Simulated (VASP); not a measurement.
# TiC53 (a cell with a defect) in VASP: single point with PBE

Aim: the single point of TiC53 (a cell with a defect) with PBE.

Everything below comes from runs of VASP 6.6.1. Logs are shortened: lines on timing, memory, paths and dates and some standing lists are left out, and cuts for length are marked.

### 1 The cell of the first run

The cell holds a defect, 54 atoms: a = 7.566 Å, b = 7.566 Å, c = 7.566 Å, α = 60.00°, β = 60.00°, γ = 60.00°.

### 2 Single point, PBE, collinear spin, zero start

INCAR

```
SYSTEM = TiC53
PREC = Accurate ; ENCUT = 520
EDIFF = 1E-7 ; ISMEAR = 0
SIGMA = 0.05 ; LREAL = Auto
LASPH = .TRUE. ; NELM = 150
ALGO = Normal ; ISIF = 2
LWAVE = .FALSE. ; LCHARG = .FALSE.
ISPIN = 2 ; MAGMOM = 0 0 0 0 0 0 0 0 0 0 0 0 0 0 0 0 0 0 0 0 0 0 0 0 0 0 0 0 0 0 0 0 0 0 0 0 0 0 0 0 0 0 0 0 0 0 0 0 0 0 0 0 0 0
LORBIT = 11 ; LMAXMIX = 4
GGA = PE ; NBANDS = 149
```

KPOINTS

```
Automatic mesh
0
G
  2 2 2
  0 0 0
```

POSCAR

```
TiC53
1.0
    0.0000000000      5.3501100000      5.3501100000
    5.3501100000      0.0000000000      5.3501100000
    5.3501100000      5.3501100000      0.0000000000
Ti C
1 53
Direct
   -0.0003681407      0.0001475302     -0.0000659146
    0.0008000382      0.0013220289      0.3360885896
    0.0007950146      0.0013234520      0.6614412236
    0.0007973224      0.3362822802      0.0011322652
   -0.0012183292      0.3337514312      0.3335585566
    0.0007992010      0.3362857965      0.6614340899
    0.0008033039      0.6616328401      0.0011300519
    0.0007963934      0.6616345531      0.3360935196
   -0.0000097118      0.6666818038      0.6664903086
    0.3357550646      0.0013234615      0.0011313572
    0.3332215792     -0.0006903647      0.3335626969
    0.3357561609      0.0013268184      0.6614400768
    0.3332199090      0.3337456624     -0.0008819335
    0.3332220332      0.3337531740      0.3335561193
    0.3331820342      0.3337083558      0.6663793245
    0.3357588786      0.6616321456      0.0011320026
    0.3331835041      0.6665744708      0.3335172863
    0.3331828566      0.6665726296      0.6663829194
    0.6611076686      0.0013266805      0.0011289931
    0.6611072427      0.0013210702      0.3360894698
    0.6661572162      0.0005168484      0.6664882067
    0.6610997285      0.3362831153      0.0011349383
    0.6660512406      0.3337040493      0.3335136063
    0.6660478401      0.3337073200      0.6663821341
    0.6661574316      0.6666835315      0.0003255040
    0.6660487016      0.6665766120      0.3335138681
    0.6661550042      0.6666822067      0.6664904537
    0.0979696178      0.0984954431      0.0983036402
    0.0817951420      0.0823221783      0.4177643258
    0.0979673092      0.0984998402      0.7048808870
    0.0817971727      0.4179580097      0.0821315589
    0.0817959176      0.4179574850      0.4177645667
    0.0838469025      0.4166229372      0.7495902839
    0.0979698031      0.7050881068      0.0983015038
    0.0838485840      0.7497811907      0.4164328581
    0.0838486038      0.7497806976      0.7495916036
    0.4174301566      0.0823241790      0.0821331133
    0.4174311850      0.0823254253      0.4177621150
    0.4161010047      0.0843742676      0.7495872021
    0.4174245006      0.4179537318      0.0821332508
    0.4163584747      0.4168834015      0.4166891729
    0.4163564404      0.4168816809      0.7497222507
    0.4161023013      0.7497801132      0.0841838011
    0.4163570076      0.7499143815      0.4166912833
    0.4160989699      0.7497827818      0.7495889143
    0.7045750303      0.0984893334      0.0982935573
    0.7492601371      0.0843701720      0.4164263919
    0.7492549183      0.0843739486      0.7495897844
    0.7492556495      0.4166252973      0.0841798611
    0.7493883570      0.4168824232      0.4166900229
    0.7492543337      0.4166230027      0.7495923769
    0.7492622471      0.7497858303      0.0841790693
    0.7492559400      0.7497832687      0.4164341960
    0.7496128155      0.7501406098      0.7499498712
```

Potentials or basis: VASP PAW PBE potentials, release 64 (Ti_sv, C).

Launch:

```console
cat potpaw_PBE.64/Ti_sv/POTCAR potpaw_PBE.64/C/POTCAR > POTCAR
mpirun -np 1 vasp_std > vasp.out
```

OUTCAR:

```text
SYSTEM = TiC53
   PREC = Accurate
   ENCUT = 520
   EDIFF = 1E-7
   ISMEAR = 0
   LREAL = Auto
   LASPH = .TRUE.
   NELM = 150
   ISIF = 2
   ISPIN = 2
   LORBIT = 11
   GGA = PE

 ion  position               nearest neighbor table
   1  1.000  0.000  1.000-  30 1.82  28 1.82  46 1.82  34 1.82
   2  0.001  0.001  0.336-  28 1.49  29 1.51  47 1.55  35 1.55
   3  0.001  0.001  0.661-  30 1.49  29 1.51  48 1.55  36 1.55
   4  0.001  0.336  0.001-  28 1.49  31 1.51  49 1.55  33 1.55
   5  0.999  0.334  0.334-  50 1.54  32 1.55  31 1.55  29 1.55
   6  0.001  0.336  0.661-  30 1.49  32 1.51  33 1.55  51 1.55
[... 46 lines left out ...]
  53  0.749  0.750  0.416-  26 1.54  27 1.54  20 1.55   8 1.55
  54  0.750  0.750  0.750-  27 1.55  25 1.55  21 1.55   9 1.55

  LATTYP: Found a face centered cubic cell.
 ALAT       =    10.7002200000

  Lattice vectors:

 A1 = (   0.0000000000,   5.3501100000,   5.3501100000)
 A2 = (   5.3501100000,   0.0000000000,   5.3501100000)
 A3 = (   5.3501100000,   5.3501100000,   0.0000000000)

Analysis of symmetry for initial positions (statically):
=====================================================================
 Subroutine PRICEL returns:
 Original cell was already a primitive cell.

 Routine SETGRP: Setting up the symmetry group for a
 face centered cubic supercell.

 Subroutine GETGRP returns: Found  1 space group operations
 (whereof  1 operations were pure point group operations)
 out of a pool of 48 trial point group operations.

The static configuration has the point symmetry C_1 .

Analysis of symmetry for dynamics (positions and initial velocities):
=====================================================================
 Subroutine PRICEL returns:
 Original cell was already a primitive cell.

 Routine SETGRP: Setting up the symmetry group for a
 face centered cubic supercell.

 Subroutine GETGRP returns: Found  1 space group operations
 (whereof  1 operations were pure point group operations)
 out of a pool of 48 trial point group operations.

The dynamic configuration has the point symmetry C_1 .

Analysis of structural, dynamic, and magnetic symmetry:
=====================================================================
 Subroutine PRICEL returns:
 Original cell was already a primitive cell.

 Routine SETGRP: Setting up the symmetry group for a
 face centered cubic supercell.

 Subroutine GETGRP returns: Found  1 space group operations
 (whereof  1 operations were pure point group operations)
 out of a pool of 48 trial point group operations.

The overall configuration has the point symmetry C_1 .

 Subroutine INISYM returns: Found  1 space group operations
 (whereof  1 operations are pure point group operations),
 and found     1 'primitive' translations

----------------------------------------------------------------------------------------

                                     Primitive cell

  volume of cell :     306.2796

  direct lattice vectors                    reciprocal lattice vectors
     0.000000000  5.350110000  5.350110000    -0.093456022  0.093456022  0.093456022
     5.350110000  0.000000000  5.350110000     0.093456022 -0.093456022  0.093456022
     5.350110000  5.350110000  0.000000000     0.093456022  0.093456022 -0.093456022

  length of vectors
     7.566198122  7.566198122  7.566198122     0.161870579  0.161870579  0.161870579

  position of ions in fractional coordinates (direct lattice)
     0.999631859  0.000147530  0.999934085
     0.000800038  0.001322029  0.336088590
     0.000795015  0.001323452  0.661441224
     0.000797322  0.336282280  0.001132265
     0.998781671  0.333751431  0.333558557
     0.000799201  0.336285797  0.661434090
[... 46 lines left out ...]
     0.749255940  0.749783269  0.416434196
     0.749612816  0.750140610  0.749949871

  ion indices of the primitive-cell ions
   primitive index   ion index
                 1           1
                 2           2
                 3           3
[... 94 lines left out ...]
   NGX,Y,Z   is equivalent  to a cutoff of  12.30, 12.30, 12.30 a.u.
   NGXF,Y,Z  is equivalent  to a cutoff of  24.61, 24.61, 24.61 a.u.
 SYSTEM =  TiC53
   PREC   = accura    normal or accurate (medium, high low for compatibility)
   ISTART =      0    job   : 0-new  1-cont  2-samecut
   ICHARG =      2    charge: 1-file 2-atom 10-const
   ISPIN  =      2    spin polarized calculation?
   LNONCOLLINEAR =      F non collinear calculations
   LSORBIT =      F    spin-orbit coupling
   LASPH  =      T    aspherical Exc in radial PAW
   ENCUT  =  520.0 eV  38.22 Ry    6.18 a.u.  14.07 14.07 14.07*2*pi/ulx,y,z
   NELM   =    150;   NELMIN=  2; NELMDL= -5     # of ELM steps
   EDIFF  = 0.1E-06   stopping-criterion for ELM
   LREAL  =      T    real-space projection
   EDIFFG = 0.1E-05   stopping-criterion for IOM
   NSW    =      0    number of steps for IOM
   IBRION =     -1    ionic relax: 0-MD 1-quasi-New 2-CG
   NFREE  =      0    steps in history (QN), initial steepest desc. (CG)
   ISIF   =      2    stress and relaxation
   ISYM   =      2    0-nonsym 1-usesym 2-fastsym
   POTIM  = 0.5000    time-step for ionic-motion
   TEBEG  =    0.0;   TEEND  =   0.0 temperature during run
   PSTRESS=    0.0 pullay stress
   NELECT =     224.0000    total number of electrons
   NUPDOWN=      -1.0000    fix difference up-down
   EMIN   =  10.00;   EMAX   =-10.00  energy-range for DOS
   EFERMI =   0.00;   METHOD = LEGACY
   ISMEAR =     0;   SIGMA  =   0.05  broadening in eV -4-tet -1-fermi 0-gaus
   EFERMI_NEDOS =   21; number of points for ismear=-14 and -15
   IALGO  =     38    algorithm
   IMIX   =      4    mixing-type and parameters
     AMIX     =   0.40;   BMIX     =  1.00
     AMIX_MAG =   1.60;   BMIX_MAG =  1.00
  volume/ion in A,a.u.               =       5.67        38.28
  Fermi-wavevector in a.u.,A,eV,Ry     =   1.474975  2.787299 29.600190  2.175553
  Thomas-Fermi vector in A             =   2.589681
   LORBIT       =     11    0 simple, 1 ext, 2 COOP (PROOUT), +10 PAW based schemes
   GGA     = PE    functional components
   LHFCALC =     F    Hartree Fock is set to
   AEXX    =    0.0000 exact exchange contribution
   IVDW    =     0    specifies the selected vdW correction
   LEPSILON=     F    determine dielectric tensor
   LRPA    =     F    only Hartree local field effects (RPA)
 spin polarized calculation
 Gauss-broadening in eV      SIGMA  =   0.05
  energy-cutoff  :      520.00
  volume of cell :      306.28
 maximum number of plane-waves:      8291
   NGX = 29   NGY = 29   NGZ = 29

 number of electron     223.9999987 magnetization       0.0000000

 number of electron     223.9999987 magnetization      -0.0000000

 Free energy of the ion-electron system (eV)
  ---------------------------------------------------
  ext. energy  EPLUGINS =         0.00000000
  ---------------------------------------------------
  free energy    TOTEN  =      -479.65491725 eV

  energy without entropy =     -479.65491725  energy(sigma->0) =     -479.65491725

 E-fermi :  10.8032     XC(G=0): -13.3443

 val. band max:       10.4323228575   @ k =   0.5000   0.5000   0.0000
 cond. band min:      12.7366544962   @ k =   0.0000   0.0000   0.0000
 fundamental gap:      2.3043316387
 Fermi energy:        10.8031931815

 spin component 1

 k-point     1 :       0.0000    0.0000    0.0000
  band No.  band energies     occupation
      1     -44.6050      1.00000
      2     -21.2309      1.00000
      3     -21.2308      1.00000
      4     -21.2308      1.00000
      5     -11.4706      1.00000
      6      -8.6936      1.00000
[... 1005 lines left out ...]
    123      16.9802      0.00000
    124      17.0253      0.00000
 Fermi energy:        10.8031931815

 spin component 2

 k-point     1 :       0.0000    0.0000    0.0000
  band No.  band energies     occupation
      1     -44.6050      1.00000
      2     -21.2309      1.00000
      3     -21.2308      1.00000
      4     -21.2308      1.00000
      5     -11.4706      1.00000
      6      -8.6936      1.00000
[... 1005 lines left out ...]
    123      16.9802      0.00000
    124      17.0253      0.00000
 [bands above 124 left out]

------------------------ aborting loop because EDIFF is reached ----------------------------------------

  FORCE on cell =-STRESS in cart. coord.  units (eV):
  Direction    XX          YY          ZZ          XY          YZ          ZX
  --------------------------------------------------------------------------------------
  -------------------------------------------------------------------------------------
  Total       38.5964830     38.5982597     38.5920372     -0.0109019     -0.0072396     -0.0178771
  in kB      201.9017977    201.9110913    201.8785408     -0.0570287     -0.0378710     -0.0935169
  external PRESSURE =     201.8971433 kB  Pullay stress =       0.0000000 kB

 VOLUME and BASIS-vectors are now :
 -----------------------------------------------------------------------------
  energy-cutoff  :      520.00
  volume of cell :      306.28
      direct lattice vectors                 reciprocal lattice vectors
     0.000000000  5.350110000  5.350110000    -0.093456022  0.093456022  0.093456022
     5.350110000  0.000000000  5.350110000     0.093456022 -0.093456022  0.093456022
     5.350110000  5.350110000  0.000000000     0.093456022  0.093456022 -0.093456022

 POSITION                                       TOTAL-FORCE (eV/Angst)
 -----------------------------------------------------------------------------------
      5.35055     10.69790      5.34893        -0.003016      0.015834      0.007213
      1.80518      1.80239      0.01135         0.004223      0.005190     -0.024431
      3.54586      3.54304      0.01133        -0.005498     -0.005282     -0.025796
      1.80520      0.01032      1.80341         0.004478     -0.024370      0.007135
      3.57018      7.12817      7.12920        -0.002732      0.001917      0.003110
      5.33791      3.54302      1.80344         0.026048     -0.002673      0.004528
[... 46 lines left out ...]
      6.23939      6.23657      8.02002        -0.003508     -0.006840      0.003301
      8.02565      8.02283      8.02385         0.001471     -0.006273     -0.003395
 -----------------------------------------------------------------------------------
    total drift:                               -0.027050      0.075112      0.051612

  FREE ENERGIE OF THE ION-ELECTRON SYSTEM (eV)
  ---------------------------------------------------
  free  energy   TOTEN  =      -479.6549172532 eV

  energy  without entropy=     -479.6549172532  energy(sigma->0) =     -479.65491725

 total charge

# of ion       s       p       d       tot
------------------------------------------
    1        2.417   6.304   2.656  11.378
    2        0.832   1.777   0.000   2.608
    3        0.832   1.777   0.000   2.608
    4        0.832   1.777   0.000   2.608
    5        0.830   1.742   0.000   2.572
    6        0.832   1.777   0.000   2.608
[... 46 lines left out ...]
   53        0.829   1.741   0.000   2.570
   54        0.829   1.744   0.000   2.572
--------------------------------------------------
tot         46.544 100.009   2.656 149.210

 magnetization (x)

# of ion       s       p       d       tot
------------------------------------------
    1       -0.000   0.000  -0.000  -0.000
    2       -0.000   0.000   0.000   0.000
    3        0.000   0.000   0.000   0.000
    4       -0.000   0.000   0.000  -0.000
    5       -0.000  -0.000   0.000  -0.000
    6        0.000   0.000   0.000   0.000
[... 46 lines left out ...]
   53       -0.000  -0.000   0.000  -0.000
   54        0.000  -0.000   0.000  -0.000
--------------------------------------------------
tot         -0.000   0.000  -0.000  -0.000
```

Run time: 55 min. Hardware: 1 thread of Oxide Virtual Turin-like, shared host; peak memory 0.82 GiB.

What came out:

* Free energy: -479.6549 eV
* Pressure: 20.2 GPa
* Largest force: 0.108 eV/Å
* Band gap on the k mesh: 2.30 eV
* Net moment: 0.00 μB per cell
* Valence electrons inside the program's atomic spheres: Ti 11.38; C 2.61, 2.57, 2.58, 2.77 (each value once)

Forces in eV/Å, atoms in the order of the input:
```
Ti  -0.003  0.016  0.007
C    0.004  0.005 -0.024
C   -0.005 -0.005 -0.026
C    0.004 -0.024  0.007
C   -0.003  0.002  0.003
C    0.026 -0.003  0.005
C   -0.006 -0.026 -0.004
C    0.022  0.004 -0.005
C   -0.005  0.003  0.004
C   -0.021  0.004  0.004
C   -0.001 -0.002  0.001
C   -0.004  0.023  0.003
C    0.000  0.002  0.001
C    0.001  0.000  0.000
C    0.001  0.002  0.007
C   -0.004  0.002  0.020
C    0.001  0.004  0.004
C   -0.008  0.000 -0.001
C   -0.024 -0.005 -0.006
C    0.005  0.021 -0.003
C    0.003 -0.003  0.002
C    0.005 -0.006  0.025
C    0.010  0.000 -0.002
C    0.001 -0.010 -0.002
C    0.006  0.003 -0.005
C    0.001 -0.002 -0.009
C   -0.002 -0.002 -0.005
C   -0.073 -0.050 -0.058
C    0.001  0.001  0.016
C    0.060  0.069 -0.057
C    0.001  0.013 -0.002
C   -0.015  0.000  0.000
C   -0.008  0.005 -0.004
C    0.061 -0.051  0.069
C   -0.007 -0.007  0.006
C    0.003  0.004  0.006
C    0.013  0.001  0.000
C    0.001 -0.011  0.000
C    0.003 -0.006 -0.008
C    0.000  0.002 -0.011
C    0.000 -0.006 -0.005
C    0.005  0.000 -0.004
C    0.003 -0.008 -0.004
C    0.004 -0.005  0.001
C    0.006 -0.006 -0.005
C   -0.057  0.064  0.059
C   -0.004 -0.007  0.002
C    0.005  0.003  0.003
C   -0.005  0.001 -0.007
C   -0.005  0.003  0.006
C   -0.002  0.002 -0.006
C    0.006  0.001  0.002
C   -0.004 -0.007  0.003
C    0.001 -0.006 -0.003
```

Caveat: the k points lie up to 0.51 Å⁻¹ apart.
